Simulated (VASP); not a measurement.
Here is a VASP 6.6.1 calculation.

INCAR

```
SYSTEM = CdTe
ALGO = Normal ; EDIFF = 1E-7
ENCUT = 520 ; GGA = PE
ISIF = 2 ; ISMEAR = 0
LASPH = .TRUE. ; LCHARG = .TRUE.
LELF = .TRUE. ; LREAL = .FALSE.
LVHAR = .TRUE. ; LWAVE = .FALSE.
NBANDS = 16 ; NELM = 100
PREC = Accurate ; SIGMA = 0.02
```

KPOINTS

```
k-points
0
G
  8 8 8
  0 0 0
```

The input POSCAR:

```
CdTe
1.0
    0.0000000000      3.1714757000      3.1714757000
    3.1714757000      0.0000000000      3.1714757000
    3.1714757000      3.1714757000      0.0000000000
Cd Te
1 1
Direct
    0.0000000000      0.0000000000      0.0000000000
    0.7500000000      0.7500000000      0.7500000000
```

Potentials or basis: VASP PAW PBE potentials, release 64 (Cd, Te).

The run is started by

```sh
$ cat potpaw_PBE.64/Cd/POTCAR potpaw_PBE.64/Te/POTCAR > POTCAR
$ mpirun -np 1 vasp_std > vasp.out
```

Q: Estimate the pressure.

A: 6.2 GPa.

Q: What does it give for the band gap on the k mesh?

A: 0.97 eV.

Caveat: the cell differs from its parent crystal (strained); the cell stands under pressure; spin-orbit coupling is left out, which moves the levels of the heavy elements.
